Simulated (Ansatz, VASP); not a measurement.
# AlN: VASP beside Ansatz

```
Al N
1.0
     0.00000    2.20126    2.20126
     2.20126    0.00000    2.20126
     2.20126    2.20126    0.00000
Al N
1 1
Direct
  0.99314 0.00686 0.00686
  0.76322 0.73678 0.73678
```

Change from the starting cell: mode 4 frozen in at -0.058 Å, equal normal strain along x, y and z +0.0000.

Alike in both runs: task single point; functional PBE; k mesh 10 × 10 × 10; occupations gaussian, width 0.05 eV; no spin polarisation.

|  | VASP | Ansatz |
| --- | --- | --- |
| version | VASP 6.6.1 | Ansatz 0.2.0 |
| potentials or method | VASP PAW PBE potentials, release 64 (Al, N), cutoff 520 eV | scalar-relativistic, plane waves, PAW |
| valence electrons in the cell | 8 | 8 |

|  | VASP | Ansatz | Ansatz less VASP |
| --- | --- | --- | --- |
| gap on the k mesh at the Fermi level (eV) | 3.08 | 3.08 | +0.007 |
| least direct gap on the mesh (eV) | 3.75 | 3.74 | -0.007 |
| pressure (GPa) | 0.7 | 0.9 | +0.19 |
| traceless stress, the component that is largest in VASP (GPa) | -5.40 | -5.39 | +0.014 |
| rms of the force components (eV/Å) | 0.695 | 0.693 | -0.0014 |

Atom by atom the forces differ by 0.001 eV/Å (rms over components).
